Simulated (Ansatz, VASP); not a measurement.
## One calculation of SiC, two programs

```xyz
4
Lattice="3.0760 0.0000 0.0000 -1.5380 2.6639 0.0000 0.0000 0.0000 5.0480" Properties=species:S:1:pos:R:3 pbc="T T T"
Si    0.0000    1.5509    0.0000
Si    1.5380    1.1130    2.5240
C     0.0000    1.9813    1.9435
C     1.5380    0.6826    4.4675
```

Change from the starting cell: mode 4 (260.4 1/cm) frozen in, largest displacement +0.225 Å.

Alike in both runs: task single point; functional PBE; k mesh 12 × 12 × 6; occupations gaussian, width 0.05 eV; no spin polarisation.

|  | VASP | Ansatz |
| --- | --- | --- |
| version | VASP 6.6.1 | Ansatz 0.2.0 |
| potentials or method | VASP PAW PBE potentials, release 64 (Si, C), cutoff 520 eV | scalar-relativistic, plane waves, PAW |
| valence electrons in the cell | 16 | 16 |

```csv
,VASP,Ansatz,Ansatz less VASP
gap on the k mesh at the Fermi level (eV),1.76,1.76,+0.004
least direct gap on the mesh (eV),3.91,3.92,+0.005
pressure (GPa),2.6,2.7,+0.05
"traceless stress, the component that is largest in VASP (GPa)",-2.01,-2.01,+0.001
rms of the force components (eV/Å),0.786,0.786,-0.0005
```

Atom by atom the forces differ by 0.002 eV/Å (rms over components). The functional is the same, so the differences come from potentials, cutoffs and numerics.
